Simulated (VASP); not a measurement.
A run of VASP 6.6.1:

Contents of INCAR:

```
SYSTEM = Sb
PREC = Accurate ; ENCUT = 520
EDIFF = 1E-8 ; ISMEAR = -1
SIGMA = 0.05 ; LREAL = .False.
LASPH = .True. ; NELM = 80
ALGO = Normal ; ISIF = 2
LWAVE = .False. ; LCHARG = .False.
GGA = PE ; LEFG = .True.
NBANDS = 8
```

The input KPOINTS:

```
regular mesh
0
Gamma
  19 19 19
  0 0 0
```

Contents of POSCAR:

```
Sb
1.0
   -1.5050000000      1.5050000000      2.5048000000
    1.5050000000     -1.5050000000      2.5048000000
    1.5050000000      1.5050000000     -2.5048000000
Sb
1
Direct
    0.0000000000      0.0000000000      0.0000000000
```

Potentials or basis: VASP PAW PBE potentials, release 64 (Sb).

The run is started by

```sh
$ cat potpaw_PBE.64/Sb/POTCAR > POTCAR
$ mpirun -np 1 vasp_std > vasp.out
```

Hardware: 1 thread of Intel(R) Xeon(R) Platinum 8259CL CPU @ 2.50GHz (Skylake/Cascade Lake) (shared host).

Question: How long does it take, and how much memory?

Answer: It took 62 s on 1 thread of Intel(R) Xeon(R) Platinum 8259CL CPU @ 2.50GHz (Skylake/Cascade Lake) (shared host), peak memory 0.22 GiB. Counts: scf iterations 13, k points 550.
